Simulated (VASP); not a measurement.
Write the native input for VASP 6.6.1 that does the following.

- Task: single point
- Functional: b88 exchange, pbe correlation
- Potentials or basis: VASP PAW PBE potentials, release 64 (Al)
- Cutoff: 500 eV
- k mesh: 11 × 11 × 11
- Occupations: fermi-dirac, width 0.05 eV
- Spin: no spin polarisation
- Dipole correction: no
- Further INCAR settings: ALGO = Normal; EDIFF = 1e-06; NBANDS = 8

The structure of Al lies in POSCAR:

```
Al
1.0
    0.0000000000      1.9974394157      1.9974394157
    1.9974394157      0.0000000000      1.9974394157
    1.9974394157      1.9974394157      0.0000000000
Al
1
Direct
    0.0000000000      0.0000000000      0.0000000000
```

These files were run (other wordings do the same):

INCAR

```
SYSTEM = Al
PREC = Accurate
ENCUT = 500
EDIFF = 1E-6
ISMEAR = -1
SIGMA = 0.05
LREAL = .False.
LASPH = .True.
NELM = 120
ALGO = Normal
ISIF = 2
LWAVE = .False.
LCHARG = .True.
GGA = LIBXC
LIBXC1 = GGA_X_B88
LIBXC2 = GGA_C_PBE
LELF = .True.
LVHAR = .True.
NBANDS = 8
GGA_COMPAT = .False.
```

KPOINTS

```
regular mesh
0
Gamma
  11 11 11
  0 0 0
```

Potentials or basis: VASP PAW PBE potentials, release 64 (Al).

Run with:

```bash
$ cat potpaw_PBE.64/Al/POTCAR > POTCAR
$ mpirun -np 1 vasp_std > vasp.out
```

It gave:

```json
{"Pressure": "3.5 GPa", "Band gap on the k mesh": "zero (an odd number of electrons rules out a gap without spin polarisation)"}
```

Caveat: the cell stands under pressure; the PAW data sets were made with another functional, which shifts forces and pressure a little.

It took 5.4 s on 1 thread of AMD EPYC 7R13 Processor (Zen 3) (shared host), peak memory 0.1 GiB.
